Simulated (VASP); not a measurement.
# HfSi2O6 (C2) in VASP: single point with PBE

Aim: the single point of HfSi2O6 with PBE.

All numbers are computed with VASP 6.6.1; they aren't measurements. Logs are shortened: lines on timing, memory, paths and dates and some standing lists are left out, and cuts for length are marked.

**1. The cell of the first run**

Symmetry: C2, No. 5, monoclinic system. The conventional cell has a = 9.909 Å, b = 5.015 Å, c = 5.884 Å, α = 90.00°, β = 91.69°, γ = 90.00°. Within 2.6 Å of Hf (site symmetry 2) lie 4 O at 1.95 to 1.96 Å. Within 2.2 Å of Si (site symmetry 1) lie 4 O at 1.63 to 1.64 Å. Within 2.2 Å of O (site symmetry 1) lie 2 Si at 1.64 Å. O (site symmetry 1) has 1 Si at 1.63 Å and 1 Hf at 1.95 Å within 2.2 Å. Within 2.2 Å of O (site symmetry 1) lie 1 Si at 1.63 Å and 1 Hf at 1.96 Å.

**2. Single point, PBE**

Input file INCAR:

```
SYSTEM = HfSi2O6
  PREC = Accurate
  ENCUT = 520
  EDIFF = 1E-6
  ISMEAR = 0
  SIGMA = 0.02
  LREAL = .FALSE.
  LASPH = .TRUE.
  NELM = 100
  ALGO = Normal
  ISIF = 2
  LWAVE = .FALSE.
  LCHARG = .FALSE.
  GGA = PE
  NBANDS = 37
```

Input file KPOINTS:

```
regular mesh
0
G
  6 6 4
  0 0 0
```

Input file POSCAR:

```
HfSi2O6
1.0
    4.9545455911     -2.5073286742     -0.0011643937
    4.9545455911      2.5073286742     -0.0011643937
   -0.1716761244      0.0000000000      5.8815746921
Hf Si O
1 2 6
Direct
    0.5414655024      0.4585344976      0.0000000000
    0.9867436997      0.5193859552      0.6551762735
    0.4806140448      0.0132563003      0.3448237265
    0.1551668955      0.3051162334      0.4316808886
    0.4296891752      0.7913325861      0.2023886700
    0.2086674139      0.5703108248      0.7976113300
    0.6948837666      0.8448331045      0.5683191114
    0.6291149930      0.1253237566      0.1825336797
    0.8746762434      0.3708850070      0.8174663203
```

Potentials or basis: VASP PAW PBE potentials, release 64 (Hf_pv, Si, O).

On the command line:

```sh
cat potpaw_PBE.64/Hf_pv/POTCAR potpaw_PBE.64/Si/POTCAR potpaw_PBE.64/O/POTCAR > POTCAR
mpirun -np 1 vasp_std > vasp.out
```

OUTCAR:

```text
SYSTEM = HfSi2O6
   PREC = Accurate
   ENCUT = 520
   EDIFF = 1E-6
   ISMEAR = 0
   LREAL = .FALSE.
   LASPH = .TRUE.
   NELM = 100
   ISIF = 2
   GGA = PE

 ion  position               nearest neighbor table
   1  0.541  0.459  0.000-   5 1.95   6 1.95   8 1.96   9 1.96   2 3.41   3 3.41   3 3.49   2 3.49

   2  0.987  0.519  0.655-   6 1.63   9 1.63   4 1.64   7 1.64   3 3.10   3 3.10   1 3.41   1 3.49

   3  0.481  0.013  0.345-   5 1.63   8 1.63   7 1.64   4 1.64   2 3.10   2 3.10   1 3.41   1 3.49

   4  0.155  0.305  0.432-   2 1.64   3 1.64
   5  0.430  0.791  0.202-   3 1.63   1 1.95
   6  0.209  0.570  0.798-   2 1.63   1 1.95
   7  0.695  0.845  0.568-   3 1.64   2 1.64
   8  0.629  0.125  0.183-   3 1.63   1 1.96
   9  0.875  0.371  0.817-   2 1.63   1 1.96

  LATTYP: Found a base centered monoclinic cell.
 ALAT       =     9.9090914559
 B/A-ratio  =     0.5060663100
 C/A-ratio  =     0.5938061724
 COS(beta)  =    -0.0294112910

  Lattice vectors:

 A1 = (   4.9545455911,  -2.5073286742,  -0.0011643937)
 A2 = (   4.9545455911,   2.5073286742,  -0.0011643937)
 A3 = (  -0.1716761244,   0.0000000000,   5.8815746921)

Analysis of symmetry for initial positions (statically):
=====================================================================
 Subroutine PRICEL returns:
 Original cell was already a primitive cell.

 Routine SETGRP: Setting up the symmetry group for a
 base centered monoclinic supercell.

 Subroutine GETGRP returns: Found  2 space group operations
 (whereof  2 operations were pure point group operations)
 out of a pool of  4 trial point group operations.

The static configuration has the point symmetry C_2 .

Analysis of symmetry for dynamics (positions and initial velocities):
=====================================================================
 Subroutine PRICEL returns:
 Original cell was already a primitive cell.

 Routine SETGRP: Setting up the symmetry group for a
 base centered monoclinic supercell.

 Subroutine GETGRP returns: Found  2 space group operations
 (whereof  2 operations were pure point group operations)
 out of a pool of  4 trial point group operations.

The dynamic configuration has the point symmetry C_2 .

 Subroutine INISYM returns: Found  2 space group operations
 (whereof  2 operations are pure point group operations),
 and found     1 'primitive' translations

----------------------------------------------------------------------------------------

                                     Primitive cell

  volume of cell :     146.1288

  direct lattice vectors                    reciprocal lattice vectors
     4.954545591 -2.507328674 -0.001164394     0.100918121 -0.199415420  0.002945679
     4.954545591  2.507328674 -0.001164394     0.100918121  0.199415420  0.002945679
    -0.171676124  0.000000000  5.881574692     0.000039958  0.000000000  0.170023661

  length of vectors
     5.552856963  5.552856963  5.884079669     0.223516563  0.223516563  0.170023665

  position of ions in fractional coordinates (direct lattice)
     0.541465502  0.458534498  0.000000000
     0.986743700  0.519385955  0.655176273
     0.480614045  0.013256300  0.344823727
     0.155166896  0.305116233  0.431680889
     0.429689175  0.791332586  0.202388670
     0.208667414  0.570310825  0.797611330
     0.694883767  0.844833104  0.568319111
     0.629114993  0.125323757  0.182533680
     0.874676243  0.370885007  0.817466320

  ion indices of the primitive-cell ions
   primitive index   ion index
                 1           1
                 2           2
                 3           3
                 4           4
                 5           5
                 6           6
                 7           7
                 8           8
                 9           9

----------------------------------------------------------------------------------------

 KPOINTS: regular mesh

Automatic generation of k-mesh.
 Grid dimensions read from file:
 generate k-points for:    6    6    4

 Generating k-lattice:

  Cartesian coordinates                     Fractional coordinates (reciprocal lattice)
     0.016819687 -0.033235903  0.000490947     0.166666667  0.000000000  0.000000000
     0.016819687  0.033235903  0.000490947     0.000000000  0.166666667  0.000000000
     0.000009990  0.000000000  0.042505915     0.000000000  0.000000000  0.250000000

  Length of vectors
     0.037252760  0.037252760  0.042505916

  Shift w.r.t. Gamma in fractional coordinates (k-lattice)
     0.000000000  0.000000000  0.000000000

 Subroutine IBZKPT returns following result:
 ===========================================

 Found     47 irreducible k-points:

 Following reciprocal coordinates:
            Coordinates               Weight
  0.000000  0.000000  0.000000      1.000000
  0.166667 -0.000000  0.000000      4.000000
  0.333333 -0.000000  0.000000      4.000000
  0.500000 -0.000000 -0.000000      2.000000
  0.166667  0.166667 -0.000000      2.000000
  0.333333  0.166667 -0.000000      4.000000
[... 16 lines left out ...]
 -0.333333  0.166667  0.250000      4.000000
 -0.166667  0.166667  0.250000      4.000000
 [... further k-points ...]
   k-points           NKPTS =     47   k-points in BZ     NKDIM =     47   number of bands    NBANDS=     37
   number of dos      NEDOS =    301   number of ions     NIONS =      9
   total plane-waves  NPLWV =  84672
   dimension x,y,z NGX =    42 NGY =   42 NGZ =   48
   dimension x,y,z NGXF=    84 NGYF=   84 NGZF=   96
   ions per type =               1   2   6
   NGX,Y,Z   is equivalent  to a cutoff of  12.57, 12.57, 13.56 a.u.
   NGXF,Y,Z  is equivalent  to a cutoff of  25.15, 25.15, 27.12 a.u.
 SYSTEM =  HfSi2O6
   PREC   = accura    normal or accurate (medium, high low for compatibility)
   ISTART =      0    job   : 0-new  1-cont  2-samecut
   ICHARG =      2    charge: 1-file 2-atom 10-const
   ISPIN  =      1    spin polarized calculation?
   LNONCOLLINEAR =      F non collinear calculations
   LSORBIT =      F    spin-orbit coupling
   LASPH  =      T    aspherical Exc in radial PAW
   ENCUT  =  520.0 eV  38.22 Ry    6.18 a.u.  10.32 10.32 10.94*2*pi/ulx,y,z
   NELM   =    100;   NELMIN=  2; NELMDL= -5     # of ELM steps
   EDIFF  = 0.1E-05   stopping-criterion for ELM
   LREAL  =      F    real-space projection
   EDIFFG = 0.1E-04   stopping-criterion for IOM
   NSW    =      0    number of steps for IOM
   IBRION =     -1    ionic relax: 0-MD 1-quasi-New 2-CG
   NFREE  =      0    steps in history (QN), initial steepest desc. (CG)
   ISIF   =      2    stress and relaxation
   ISYM   =      2    0-nonsym 1-usesym 2-fastsym
   POTIM  = 0.5000    time-step for ionic-motion
   TEBEG  =    0.0;   TEEND  =   0.0 temperature during run
   PSTRESS=    0.0 pullay stress
   NELECT =      54.0000    total number of electrons
   NUPDOWN=      -1.0000    fix difference up-down
   EMIN   =  10.00;   EMAX   =-10.00  energy-range for DOS
   EFERMI =   0.00;   METHOD = LEGACY
   ISMEAR =     0;   SIGMA  =   0.02  broadening in eV -4-tet -1-fermi 0-gaus
   EFERMI_NEDOS =   21; number of points for ismear=-14 and -15
   IALGO  =     38    algorithm
   IMIX   =      4    mixing-type and parameters
     AMIX     =   0.40;   BMIX     =  1.00
     AMIX_MAG =   1.60;   BMIX_MAG =  1.00
  volume/ion in A,a.u.               =      16.24       109.57
  Fermi-wavevector in a.u.,A,eV,Ry     =   1.174792  2.220034 18.777882  1.380135
  Thomas-Fermi vector in A             =   2.311183
   LORBIT       =      0    0 simple, 1 ext, 2 COOP (PROOUT), +10 PAW based schemes
   GGA     = PE    functional components
   LHFCALC =     F    Hartree Fock is set to
   AEXX    =    0.0000 exact exchange contribution
   IVDW    =     0    specifies the selected vdW correction
   LEPSILON=     F    determine dielectric tensor
   LRPA    =     F    only Hartree local field effects (RPA)
 non-spin polarized calculation
 Gauss-broadening in eV      SIGMA  =   0.02
  energy-cutoff  :      520.00
  volume of cell :      146.13
 maximum number of plane-waves:      3952
 NGX is ok and might be reduce to    42
   NGX = 21   NGY = 21   NGZ = 21

 number of electron      54.0000005 magnetization

 Free energy of the ion-electron system (eV)
  ---------------------------------------------------
  ext. energy  EPLUGINS =         0.00000000
  ---------------------------------------------------
  free energy    TOTEN  =       -77.29228487 eV

  energy without entropy =      -77.29228487  energy(sigma->0) =      -77.29228487

 E-fermi :  -0.3522     XC(G=0):  -8.3604

 val. band max:       -0.4880140103   @ k =   0.0000   0.0000   0.5000
 cond. band min:       4.5402941417   @ k =   0.0000   0.0000   0.0000
 fundamental gap:      5.0283081521
 Fermi energy:        -0.3521885797

 k-point     1 :       0.0000    0.0000    0.0000
  band No.  band energies     occupation
      1     -29.3908      2.00000
      2     -29.3469      2.00000
      3     -29.3197      2.00000
      4     -19.2264      2.00000
      5     -17.7413      2.00000
      6     -17.4830      2.00000
[... 29 lines left out ...]
     36       9.4449      0.00000
     37      10.2379      0.00000

 k-point     2 :       0.1667   -0.0000    0.0000
  band No.  band energies     occupation
      1     -29.3914      2.00000
      2     -29.3468      2.00000
      3     -29.3199      2.00000
      4     -19.1525      2.00000
      5     -17.9347      2.00000
      6     -17.3731      2.00000
[... 29 lines left out ...]
     36       9.3654      0.00000
     37      10.1683      0.00000

 k-point     3 :       0.3333   -0.0000    0.0000
  band No.  band energies     occupation
      1     -29.3926      2.00000
      2     -29.3465      2.00000
      3     -29.3203      2.00000
      4     -18.9426      2.00000
      5     -18.2715      2.00000
      6     -17.3245      2.00000
[... 29 lines left out ...]
     36       9.3426      0.00000
     37       9.9841      0.00000
[... 761 lines left out ...]
 k-point    23 :      -0.3333    0.1667    0.2500
  band No.  band energies     occupation
      1     -29.3932      2.00000
      2     -29.3465      2.00000
      3     -29.3205      2.00000
      4     -18.6455      2.00000
      5     -18.6072      2.00000
      6     -17.3379      2.00000
[... 29 lines left out ...]
     36       9.2358      0.00000
     37       9.6247      0.00000

 k-point    24 :      -0.1667    0.1667    0.2500
  band No.  band energies     occupation
      1     -29.3925      2.00000
      2     -29.3467      2.00000
      3     -29.3201      2.00000
      4     -18.9296      2.00000
      5     -18.2917      2.00000
      6     -17.4215      2.00000
[... 29 lines left out ...]
     36       9.2322      0.00000
     37      10.0708      0.00000

 [... further k-points ...]
[... 5 lines left out ...]
  --------------------------------------------------------------------------------------
  -------------------------------------------------------------------------------------
  Total       -0.3200180     -0.3734520     -0.3451440      0.0000000      0.0000000     -0.0413802
  in kB       -3.5087247     -4.0945830     -3.7842093      0.0000000      0.0000000     -0.4536984
  external PRESSURE =      -3.7958390 kB  Pullay stress =       0.0000000 kB

 VOLUME and BASIS-vectors are now :
 -----------------------------------------------------------------------------
  energy-cutoff  :      520.00
  volume of cell :      146.13
      direct lattice vectors                 reciprocal lattice vectors
     4.954545591 -2.507328674 -0.001164394     0.100918121 -0.199415420  0.002945679
     4.954545591  2.507328674 -0.001164394     0.100918121  0.199415420  0.002945679
    -0.171676124  0.000000000  5.881574692     0.000039958  0.000000000  0.170023661

 POSITION                                       TOTAL-FORCE (eV/Angst)
 -----------------------------------------------------------------------------------
      4.95455     -0.20794     -0.00116         0.000000      0.012026     -0.000000
      7.34971     -1.17182      3.85171         0.008368      0.006766     -0.007371
      2.38771     -1.17182      2.02753        -0.008368      0.006766      0.007371
      2.20638      0.37597      2.53843         0.000581      0.005718     -0.004850
      6.01486      0.90676      1.18894        -0.109170     -0.107221     -0.112195
      3.72255      0.90676      4.69030         0.109170     -0.107221      0.112195
      7.53103      0.37597      3.34082        -0.000581      0.005718      0.004850
      3.70656     -1.26317      1.07271         0.126966      0.088724     -0.106638
      6.03085     -1.26317      4.80654        -0.126966      0.088724      0.106638
 -----------------------------------------------------------------------------------
    total drift:                                0.000000      0.000197      0.000000

  FREE ENERGIE OF THE ION-ELECTRON SYSTEM (eV)
  ---------------------------------------------------
  free  energy   TOTEN  =       -77.2922848682 eV

  energy  without entropy=      -77.2922848682  energy(sigma->0) =      -77.29228487
```

Wall time 2.1 min (1 thread of Intel Xeon 6975P-C (Granite Rapids), shared host); peak memory 0.41 GiB.

What came out:

| Property | Result |
| --- | --- |
| Free energy | -77.2923 eV |
| Pressure | -0.4 GPa |
| Largest force | 0.190 eV/Å |
| Band gap on the k mesh | 5.03 eV, indirect (least direct gap 5.29 eV) |

Forces on the atoms (eV/Å):
```
Hf   0.000  0.012  0.000
Si   0.008  0.007 -0.007
Si  -0.008  0.007  0.007
O    0.001  0.006 -0.005
O   -0.109 -0.107 -0.112
O    0.109 -0.107  0.112
O   -0.001  0.006  0.005
O    0.127  0.089 -0.107
O   -0.127  0.089  0.107
```

Levels at points of the mesh, in eV from the valence-band top:
```
           k point  band 23  band 24  band 25  band 26  band 27  band 28  band 29  band 30  band 31  band 32
(0.00, 0.00, 0.00)    -0.95    -0.80    -0.57    -0.28    -0.26     5.03     6.34     6.42     6.98     7.40
(0.50, 0.00, 0.00)    -1.08    -0.99    -0.78    -0.37    -0.08     6.18     6.59     7.03     7.13     7.56
(0.50, 0.50, 0.00)    -1.10    -0.93    -0.66    -0.44    -0.09     6.12     6.54     6.79     7.11     7.33
(0.00, 0.00, 0.50)    -1.20    -0.79    -0.59    -0.06     0.00     6.14     6.35     6.85     6.92     7.18
(0.50, 0.00, 0.50)    -1.12    -0.87    -0.57    -0.47    -0.18     6.31     6.59     6.99     7.35     7.71
(0.50, 0.50, 0.50)    -1.22    -0.83    -0.75    -0.46    -0.38     6.09     6.65     6.75     6.92     7.37
```

Caveat: spin-orbit coupling is left out, which moves the levels of the heavy elements. Expect the measured gap to be larger: semilocal functionals such as PBE lack the derivative discontinuity.
